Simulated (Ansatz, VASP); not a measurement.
CdSe: VASP beside Ansatz

```
CELL_PARAMETERS angstrom
4.38337 0.00000 0.00000
-2.19168 3.79611 0.00000
0.00000 0.00000 7.15354
ATOMIC_POSITIONS crystal
Cd 0.33333 0.66667 0.00458
Cd 0.66667 0.33333 0.50458
Se 0.33333 0.66667 0.38042
Se 0.66667 0.33333 0.88042
```

Alike in both runs: functional PBE; k mesh 6 × 6 × 4; no spin polarisation.

Ansatz relaxed the structure, and its values are those at the end. VASP's run is a single point on that final structure, the one shown.

```csv
,VASP,Ansatz
version,VASP 6.6.1,Ansatz 0.2.0
potentials or method,"VASP PAW PBE potentials, release 64 (Cd, Se)","plane waves, PAW"
plane-wave cutoff (eV),520,420
occupations,"gaussian, width 0.01 eV",fixed
valence electrons in the cell,36,72
```

```tsv
	VASP	Ansatz	Ansatz less VASP
pressure (GPa)	0.3	0.0	-0.25
```

VASP's potentials hold 36 valence electrons a cell and Ansatz's 72, so a difference there can come from the potentials and not from the codes.
